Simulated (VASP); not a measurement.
# Ir (Fm-3m) in VASP: settings compared

Ir is run at these levels: revPBE, BLYP, LDA; tasks: single point.

Everything below comes from runs of VASP 6.6.1. Logs are shortened: lines on timing, memory, paths and dates and some standing lists are left out, and cuts for length are marked.

## (1) The cell of the first run

Symmetry: Fm-3m, No. 225, cubic system. Conventional cell: a = 3.880 Å, b = 3.880 Å, c = 3.880 Å, α = 90.00°, β = 90.00°, γ = 90.00°. Ir (site symmetry m-3m) has 12 Ir at 2.74 Å within 3.6 Å.

## (2) Single point, revPBE

Contents of INCAR:

```
ALGO     = Normal         # electronic algorithm
EDIFF    = 1E-7           # SCF threshold, eV
ENCUT    = 520            # plane-wave cutoff, eV
GGA      = RE             # functional
ISIF     = 2              # what is computed and relaxed
ISMEAR   = -1             # smearing method
LASPH    = True           # aspherical terms in the spheres
LCHARG   = True           # write CHGCAR
LELF     = True           # ELF
LREAL    = False          # projectors in reciprocal space
LVHAR    = True         
LWAVE    = False          # write WAVECAR
NBANDS   = 10             # bands
NELM     = 60             # most SCF steps
PREC     = Accurate       # precision mode
SIGMA    = 0.05           # smearing width, eV
```

Contents of KPOINTS:

```
k-points
0
Gamma
  12 12 12
```

Contents of POSCAR:

```
Ir
1.0
    0.0000000000      1.9402216123      1.9402216123
    1.9402216123      0.0000000000      1.9402216123
    1.9402216123      1.9402216123      0.0000000000
Ir
1
Direct
    0.0000000000      0.0000000000      0.0000000000
```

Potentials or basis: VASP PAW PBE potentials, release 64 (Ir).

On the command line:

```sh
cat potpaw_PBE.64/Ir/POTCAR > POTCAR
mpirun -np 1 vasp_std > vasp.out
```

OUTCAR:

```text
EDIFF = 1E-7
   ENCUT = 520
   GGA = RE
   ISIF = 2
   ISMEAR = -1
   LASPH = True
   LREAL = False
   NELM = 60
   PREC = Accurate

 ion  position               nearest neighbor table
   1  0.000  0.000  0.000-

  LATTYP: Found a face centered cubic cell.
 ALAT       =     3.8804432246

  Lattice vectors:

 A1 = (   0.0000000000,   1.9402216123,   1.9402216123)
 A2 = (   1.9402216123,   0.0000000000,   1.9402216123)
 A3 = (   1.9402216123,   1.9402216123,   0.0000000000)

Analysis of symmetry for initial positions (statically):
[... 5 lines left out ...]
 face centered cubic supercell.

 Subroutine GETGRP returns: Found 48 space group operations
 (whereof 48 operations were pure point group operations)
 out of a pool of 48 trial point group operations.

The static configuration has the point symmetry O_h .

Analysis of symmetry for dynamics (positions and initial velocities):
[... 5 lines left out ...]
 face centered cubic supercell.

 Subroutine GETGRP returns: Found 48 space group operations
 (whereof 48 operations were pure point group operations)
 out of a pool of 48 trial point group operations.

The dynamic configuration has the point symmetry O_h .

 Subroutine INISYM returns: Found 48 space group operations
 (whereof 48 operations are pure point group operations),
 and found     1 'primitive' translations

----------------------------------------------------------------------------------------

                                     Primitive cell

  volume of cell :      14.6078

  direct lattice vectors                    reciprocal lattice vectors
     0.000000000  1.940221612  1.940221612    -0.257702521  0.257702521  0.257702521
     1.940221612  0.000000000  1.940221612     0.257702521 -0.257702521  0.257702521
     1.940221612  1.940221612  0.000000000     0.257702521  0.257702521 -0.257702521

  length of vectors
     2.743887718  2.743887718  2.743887718     0.446353859  0.446353859  0.446353859

  position of ions in fractional coordinates (direct lattice)
     0.000000000  0.000000000  0.000000000

  ion indices of the primitive-cell ions
   primitive index   ion index
                 1           1

----------------------------------------------------------------------------------------

 KPOINTS: k-points

Automatic generation of k-mesh.
 Grid dimensions read from file:
 generate k-points for:   12   12   12

 Generating k-lattice:

[... 51 lines left out ...]
 SYSTEM =  unknown system
   PREC   = accura    normal or accurate (medium, high low for compatibility)
   ISTART =      0    job   : 0-new  1-cont  2-samecut
   ICHARG =      2    charge: 1-file 2-atom 10-const
   ISPIN  =      1    spin polarized calculation?
   LNONCOLLINEAR =      F non collinear calculations
   LSORBIT =      F    spin-orbit coupling
   LASPH  =      T    aspherical Exc in radial PAW
   ENCUT  =  520.0 eV  38.22 Ry    6.18 a.u.   5.10  5.10  5.10*2*pi/ulx,y,z
   NELM   =     60;   NELMIN=  2; NELMDL= -5     # of ELM steps
   EDIFF  = 0.1E-06   stopping-criterion for ELM
   LREAL  =      F    real-space projection
   EDIFFG = 0.1E-05   stopping-criterion for IOM
   NSW    =      0    number of steps for IOM
   IBRION =     -1    ionic relax: 0-MD 1-quasi-New 2-CG
   NFREE  =      0    steps in history (QN), initial steepest desc. (CG)
   ISIF   =      2    stress and relaxation
   ISYM   =      2    0-nonsym 1-usesym 2-fastsym
   POTIM  = 0.5000    time-step for ionic-motion
   TEBEG  =    0.0;   TEEND  =   0.0 temperature during run
   PSTRESS=    0.0 pullay stress
   NELECT =       9.0000    total number of electrons
   NUPDOWN=      -1.0000    fix difference up-down
   EMIN   =  10.00;   EMAX   =-10.00  energy-range for DOS
[... 5 lines left out ...]
     AMIX     =   0.40;   BMIX     =  1.00
     AMIX_MAG =   1.60;   BMIX_MAG =  1.00
  volume/ion in A,a.u.               =      14.61        98.58
  Fermi-wavevector in a.u.,A,eV,Ry     =   1.393032  2.632448 26.402613  1.940537
  Thomas-Fermi vector in A             =   2.516717
   LORBIT       =      0    0 simple, 1 ext, 2 COOP (PROOUT), +10 PAW based schemes
   GGA     = RE    functional components
   LHFCALC =     F    Hartree Fock is set to
   AEXX    =    0.0000 exact exchange contribution
   IVDW    =     0    specifies the selected vdW correction
   LEPSILON=     F    determine dielectric tensor
   LRPA    =     F    only Hartree local field effects (RPA)
 non-spin polarized calculation
  energy-cutoff  :      520.00
  volume of cell :       14.61
 maximum number of plane-waves:       411
   NGX = 11   NGY = 11   NGZ = 11

 number of electron       9.0000000 magnetization

 Free energy of the ion-electron system (eV)
  ---------------------------------------------------
  ext. energy  EPLUGINS =         0.00000000
  ---------------------------------------------------
  free energy    TOTEN  =        -8.33846159 eV

  energy without entropy =       -8.33340375  energy(sigma->0) =       -8.33593267

 E-fermi :   9.9307     XC(G=0): -13.7699

 val. band max:        9.9200845037   @ k =  -0.3333   0.3333   0.0000
 cond. band min:       9.9331475763   @ k =  -0.2500   0.0833   0.0000
 fundamental gap:      0.0130630726
 Fermi energy:         9.9306807342

 k-point     1 :       0.0000    0.0000    0.0000
  band No.  band energies     occupation
      1      -0.8485      2.00000
      2       6.2146      2.00000
      3       6.2146      2.00000
      4       6.2146      2.00000
      5       8.7585      2.00000
      6       8.7585      2.00000
      7      24.2789      0.00000
      8      29.6849      0.00000
      9      29.6849      0.00000
     10      29.6849      0.00000
[... 287 lines left out ...]
 k-point    24 :      -0.4167    0.1667    0.0000
  band No.  band energies     occupation
      1       3.0625      2.00000
      2       5.3959      2.00000
      3       6.9021      2.00000
      4       7.0655      2.00000
      5      10.3294      0.00069
      6      13.5624      0.00000
      7      16.8895      0.00000
      8      25.0571      0.00000
      9      27.2083      0.00000
     10      29.1327      0.00000

 [... further k-points ...]
[... 5 lines left out ...]
  --------------------------------------------------------------------------------------
  -------------------------------------------------------------------------------------
  Total        0.0322264      0.0322264      0.0322264     -0.0000000     -0.0000000      0.0000000
  in kB        3.5345800      3.5345800      3.5345800     -0.0000000     -0.0000000      0.0000000
  external PRESSURE =       3.5345800 kB  Pullay stress =       0.0000000 kB

 VOLUME and BASIS-vectors are now :
 -----------------------------------------------------------------------------
  energy-cutoff  :      520.00
  volume of cell :       14.61
      direct lattice vectors                 reciprocal lattice vectors
     0.000000000  1.940221612  1.940221612    -0.257702521  0.257702521  0.257702521
     1.940221612  0.000000000  1.940221612     0.257702521 -0.257702521  0.257702521
     1.940221612  1.940221612  0.000000000     0.257702521  0.257702521 -0.257702521

 POSITION                                       TOTAL-FORCE (eV/Angst)
 -----------------------------------------------------------------------------------
      0.00000      0.00000      0.00000         0.000000      0.000000     -0.000000
 -----------------------------------------------------------------------------------
    total drift:                                0.000000      0.000000      0.000000

  FREE ENERGIE OF THE ION-ELECTRON SYSTEM (eV)
  ---------------------------------------------------
  free  energy   TOTEN  =        -8.3384615946 eV

  energy  without entropy=       -8.3334037487  energy(sigma->0) =       -8.33593267
```

OSZICAR:

```text
N       E                     dE             d eps       ncg     rms          rms(c)
DAV:   1     0.484744701619E+02    0.48474E+02   -0.43147E+03  1448   0.810E+02
DAV:   2    -0.803638866282E+01   -0.56511E+02   -0.54041E+02  1464   0.197E+02
DAV:   3    -0.887480878546E+01   -0.83842E+00   -0.83597E+00  1704   0.295E+01
DAV:   4    -0.888234832409E+01   -0.75395E-02   -0.75384E-02  1604   0.257E+00
DAV:   5    -0.888250980943E+01   -0.16149E-03   -0.16148E-03  1664   0.361E-01    0.137E+01
DAV:   6    -0.842493533888E+01    0.45757E+00   -0.82886E-01  1618   0.112E+01    0.558E+00
DAV:   7    -0.834410507683E+01    0.80830E-01   -0.26582E-01  1682   0.583E+00    0.149E+00
DAV:   8    -0.834234429558E+01    0.17608E-02   -0.20979E-03  1542   0.467E-01    0.122E+00
DAV:   9    -0.833845474991E+01    0.38895E-02   -0.27370E-03  1630   0.724E-01    0.222E-02
DAV:  10    -0.833845994873E+01   -0.51988E-05   -0.18705E-05  1998   0.439E-02    0.312E-02
DAV:  11    -0.833846161205E+01   -0.16633E-05   -0.19480E-06  1556   0.170E-02    0.219E-03
DAV:  12    -0.833846159464E+01    0.17409E-07   -0.18833E-08   968   0.134E-03
   1 F= -.83384616E+01 E0= -.83359327E+01  d E =-.505785E-02
```

stdout:

```text
POSCAR found type information on POSCAR Ir
 POSCAR found :  1 types and       1 ions
 scaLAPACK will be used
 -----------------------------------------------------------------------------
|                                                                             |
|                                                                             |
|     You enforced a specific xc type in the INCAR file but a different       |
|     I HOPE YOU KNOW WHAT YOU ARE DOING!                                     |
|                                                                             |
 -----------------------------------------------------------------------------

 LDA part: xc-table for (Slater+PW92), standard interpolation
 POSCAR, INCAR and KPOINTS ok, starting setup
 FFT: planning ... GRIDC
 FFT: planning ... GRID_SOFT
 FFT: planning ... GRID
 WAVECAR not read
 entering main loop
```

Wall time 4.4 s (1 thread of Intel Xeon 6975P-C (Granite Rapids), shared host); peak memory 0.13 GiB.

Results:

| Property | Result |
| --- | --- |
| Free energy | -8.3385 eV |
| Pressure | 0.4 GPa |

Levels at points of the mesh, in eV from the Fermi level:
```
           k point  band 2  band 3  band 4  band 5  band 6  band 7
(0.00, 0.00, 0.00)   -3.72   -3.72   -3.72   -1.17   -1.17   14.35
(0.50, 0.00, 0.00)   -3.82   -3.82   -0.69    0.81    0.81    6.94
(0.50, 0.50, 0.00)   -7.01    0.78    1.36    1.36    1.69   10.08
```

Caveat: the PAW data sets were made with another functional, which shifts forces and pressure a little; spin-orbit coupling is left out, which moves the levels of the heavy elements.

## (3) Single point, BLYP

This run uses another cell than the first one, of 15.22 Å³/atom, 1.042 times its volume.

Contents of INCAR:

```
  PREC = Accurate
  ENCUT = 520
  EDIFF = 1E-6
  ISMEAR = -1
  SIGMA = 0.05
  LREAL = F
  LASPH = T
  NELM = 60
  ALGO = Normal
  ISIF = 2
  LWAVE = F
  LCHARG = F
  GGA = B5
  ALDAX = 1.0
  AGGAX = 1.0
  AGGAC = 1.0
  ALDAC = 0.0
  NBANDS = 10
```

Contents of KPOINTS:

```
Automatic mesh
0
Gamma
  12 12 12
```

Contents of POSCAR:

```
Ir
1.0
    0.0000000000      1.9671366248      1.9671366248
    1.9671366248      0.0000000000      1.9671366248
    1.9671366248      1.9671366248      0.0000000000
Ir
1
Direct
    0.0000000000      0.0000000000      0.0000000000
```

Potentials or basis: VASP PAW PBE potentials, release 64 (Ir).

On the command line:

```sh
cat potpaw_PBE.64/Ir/POTCAR > POTCAR
mpirun -np 1 vasp_std > vasp.out
```

Wall time 7.4 s (1 thread of Intel Xeon 6975P-C (Granite Rapids), shared host); peak memory 0.15 GiB.

It converged, with:

| Quantity | Value |
| --- | --- |
| Free energy | -7.4619 eV |
| Pressure | 2.4 GPa |

Levels at points of the mesh, in eV from the Fermi level:
```
           k point  band 2  band 3  band 4  band 5  band 6  band 7
(0.00, 0.00, 0.00)   -3.49   -3.49   -3.49   -1.11   -1.11   14.78
(0.50, 0.00, 0.00)   -3.57   -3.57   -0.25    0.76    0.76    6.58
(0.50, 0.50, 0.00)   -6.54    0.72    1.27    1.27    1.99    9.57
```

Caveat: the PAW data sets were made with another functional, which shifts forces and pressure a little; spin-orbit coupling is left out, which moves the levels of the heavy elements.

## (4) Single point, LDA

This run uses another cell than the first one, of 13.22 Å³/atom, 0.905 times its volume.

Contents of INCAR:

```
SYSTEM = Ir
PREC = Accurate
ENCUT = 520
EDIFF = 1E-6
ISMEAR = -1
SIGMA = 0.05
LREAL = .False.
LASPH = .True.
NELM = 60
ALGO = Normal
ISIF = 2
LWAVE = .False.
LCHARG = .False.
GGA = CA
NBANDS = 10
```

Contents of KPOINTS:

```
regular mesh
0
Gamma
  12 12 12
  0 0 0
```

Contents of POSCAR:

```
Ir
1.0
    0.0000000000      1.8764951499      1.8764951499
    1.8764951499      0.0000000000      1.8764951499
    1.8764951499      1.8764951499      0.0000000000
Ir
1
Direct
    0.0000000000      0.0000000000      0.0000000000
```

Potentials or basis: VASP PAW LDA potentials, release 64 (Ir).

On the command line:

```sh
cat potpaw_LDA.64/Ir/POTCAR > POTCAR
mpirun -np 1 vasp_std > vasp.out
```

Wall time 6.3 s (1 thread of Intel Xeon Platinum 8559C (Emerald Rapids), shared host); peak memory 0.12 GiB.

Results (log left out):

| Item | Value |
| --- | --- |
| Free energy | -10.2977 eV |
| Pressure | 23.7 GPa |

Levels at points of the mesh, in eV from the Fermi level:
| k point | band 1 | band 2 | band 3 | band 4 | band 5 | band 6 | band 7 | band 8 | band 9 |
| --- | --- | --- | --- | --- | --- | --- | --- | --- | --- |
| (0.00, 0.00, 0.00) | -11.90 | -4.39 | -4.39 | -4.39 | -1.36 | -1.36 | 14.14 | 20.09 | 20.09 |
| (0.50, 0.00, 0.00) | -8.91 | -4.51 | -4.51 | -0.93 | 0.98 | 0.98 | 7.95 | 13.69 | 20.28 |
| (0.50, 0.50, 0.00) | -8.79 | -8.20 | 0.96 | 1.62 | 1.62 | 1.71 | 11.46 | 11.98 | 11.98 |

Caveat: spin-orbit coupling is left out, which moves the levels of the heavy elements.

## (5) Summary

| level | potentials or basis | cell | gap on the mesh (eV) | pressure (GPa) |
| --- | --- | --- | --- | --- |
| revPBE | VASP PAW PBE potentials, release 64 (Ir) | a = 2.744 Å, angles 60.0°, 1 atom | none | 0.4 |
| BLYP | VASP PAW PBE potentials, release 64 (Ir) | a = 2.782 Å, angles 60.0°, 1 atom | none | 2.4 |
| LDA | VASP PAW LDA potentials, release 64 (Ir) | a = 2.654 Å, angles 60.0°, 1 atom | none | 23.7 |

Alike in all rows: task single point; no spin polarisation; k mesh 12 × 12 × 12; cutoff (eV) 520; smearing fermi-dirac 0.05 eV.

Caveats: spin-orbit coupling is left out, which moves the levels of the heavy elements; the PAW data sets were made with another functional, which shifts forces and pressure a little (some runs).

Absolute energies hang on the potentials; compare differences alone.
